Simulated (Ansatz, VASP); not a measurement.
One calculation of W, two programs

```
CELL_PARAMETERS angstrom
-1.58000 1.58000 1.58000
1.58000 -1.58000 1.58000
1.58000 1.58000 -1.58000
ATOMIC_POSITIONS crystal
W 0.00000 0.00000 0.00000
```

Alike in both runs: task single point; functional r2SCAN; k mesh 16 × 16 × 16; occupations gaussian, width 0.05 eV; no spin polarisation.

```csv
,VASP,Ansatz
version,VASP 6.6.1,Ansatz 0.2.0
potentials or method,"VASP PAW PBE potentials, release 64 (W_sv), cutoff 520 eV","scalar-relativistic, plane waves, PAW"
valence electrons in the cell,14,14
```

Ansatz gave:

```
gap on the k mesh at the Fermi level (eV) : none
pressure (GPa)                            : 2.5
```

What did VASP give for the same quantities?

gap on the k mesh at the Fermi level (eV): none; pressure (GPa): 3.8.

VASP's potentials were made for PBE, not for r2SCAN. A gap of «none» marks a metal or a gap that the smearing closes. The functional is the same, so the differences come from potentials, cutoffs and numerics.

Spin-orbit coupling is off throughout.
